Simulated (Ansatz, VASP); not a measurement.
# One calculation of NaI, two programs

The input POSCAR:

```
NaI
1.0
    0.0283185000      3.2364000000      3.2364000000
    3.2647185000      0.0000000000      3.2647185000
    3.2364000000      3.2364000000      0.0283185000
Na I
1 1
Direct
    0.0000000000      0.0000000000      0.0000000000
    0.5000000000      0.5000000000      0.5000000000
```

File INCAR.step1:

```
PREC     = Accurate       # precision mode
ENCUT    = 520            # plane-wave cutoff, eV
ISMEAR   = 0              # smearing method
SIGMA    = 0.05           # smearing width, eV
LREAL    = F              # projectors in reciprocal space
LASPH    = T              # aspherical terms in the spheres
NELM     = 100            # most SCF steps
NBANDS   = 14             # bands
GGA      = PE             # functional
ALGO     = Normal         # electronic algorithm
EDIFF    = 1E-4           # SCF threshold, eV
LWAVE    = T              # write WAVECAR
LCHARG   = F              # write CHGCAR
```

Contents of INCAR.step2:

```
PREC     = Accurate       # precision mode
ENCUT    = 520            # plane-wave cutoff, eV
EDIFF    = 1E-6           # SCF threshold, eV
ISMEAR   = 0              # smearing method
SIGMA    = 0.05           # smearing width, eV
LREAL    = F              # projectors in reciprocal space
LASPH    = T              # aspherical terms in the spheres
NELM     = 100            # most SCF steps
ALGO     = Normal         # electronic algorithm
ISIF     = 2              # what is computed and relaxed
LWAVE    = F              # write WAVECAR
LCHARG   = F              # write CHGCAR
METAGGA  = R2SCAN         # meta-GGA
LMIXTAU  = T            
NBANDS   = 14             # bands
ISTART   = 1
```

Contents of KPOINTS:

```
regular mesh
0
Gamma
  6 6 6
```

Input for Ansatz:

```yaml
crystal:
  lattice:
    - [0.0283185, 3.2364, 3.2364]
    - [3.2647185, 0.0, 3.2647185]
    - [3.2364, 3.2364, 0.0283185]
  atoms:
    - { symbol: Na, position: [0.0, 0.0, 0.0] }
    - { symbol: I, position: [0.5, 0.5, 0.5] }
basis:
  ecutwfc: 500
kpoints:
  mp_grid: { grid: [6, 6, 6] }
hamiltonian:
  xc: r2scan
scf:
  occupations: { method: gaussian, width: 0.05 }
output:
  forces: true
  stress: true
  eigenvalues: true
  write_density: true
  write_potential: true
  elf: true
  volumetric_format: npy
```

Change from the starting cell: strain +0.0175 x Voigt [0, 0, 0, 0, 1, 0], atoms carried along.

Alike in both runs: task single point; functional r2SCAN; k mesh 6 × 6 × 6; occupations gaussian, width 0.05 eV; no spin polarisation.

|  | VASP | Ansatz |
| --- | --- | --- |
| version | VASP 6.6.1 | Ansatz 0.2.0 |
| potentials or method | VASP PAW PBE potentials, release 64 (Na_pv, I), cutoff 520 eV | scalar-relativistic, plane waves, PAW |
| valence electrons in the cell | 14 | 26 |

Ansatz gave:

```
gap on the k mesh at the Fermi level (eV)                     : 4.39
least direct gap on the mesh (eV)                             : 4.39
pressure (GPa)                                                : -0.1
traceless stress, the component that is largest in VASP (GPa) : -0.14
```

Q: Which values does VASP return?

A: gap on the k mesh at the Fermi level (eV): 4.40; least direct gap on the mesh (eV): 4.40; pressure (GPa): -0.2; traceless stress, the component that is largest in VASP (GPa): -0.14.

VASP's potentials were made for PBE, not for r2SCAN. VASP's potentials hold 14 valence electrons a cell and Ansatz's 26, so a difference there can come from the potentials and not from the codes.

Neither program's run includes spin-orbit coupling.
